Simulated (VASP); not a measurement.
Here is a VASP 6.6.1 calculation.

Contents of INCAR:

```
SYSTEM = LiCl
  ALGO = Normal
  EDIFF = 1E-6
  ENCUT = 520
  ISIF = 2
  ISMEAR = -1
  LASPH = .TRUE.
  LCHARG = .FALSE.
  LREAL = .FALSE.
  LWAVE = .FALSE.
  NBANDS = 12
  NELM = 100
  PREC = Accurate
  SIGMA = 0.02
```

The input KPOINTS:

```
k-points
0
G
  8 8 8
  0 0 0
```

POSCAR

```
LiCl
1.0
    0.0000000000      2.6625978506      2.6625978506
    2.6625978506      0.0000000000      2.6625978506
    2.6625978506      2.6625978506      0.0000000000
Li Cl
1 1
Direct
    0.0000000000      0.0000000000      0.0000000000
    0.2500000000      0.2500000000      0.2500000000
```

Potentials or basis: VASP PAW LDA potentials, release 64 (Li_sv, Cl).

Run with:

```sh
$ cat potpaw_LDA.64/Li_sv/POTCAR potpaw_LDA.64/Cl/POTCAR > POTCAR
$ mpirun -np 1 vasp_std > vasp.out
```

Question: Predict the band gap on the k mesh.

Answer: 5.92 eV.

 A k mesh can miss the band edges.
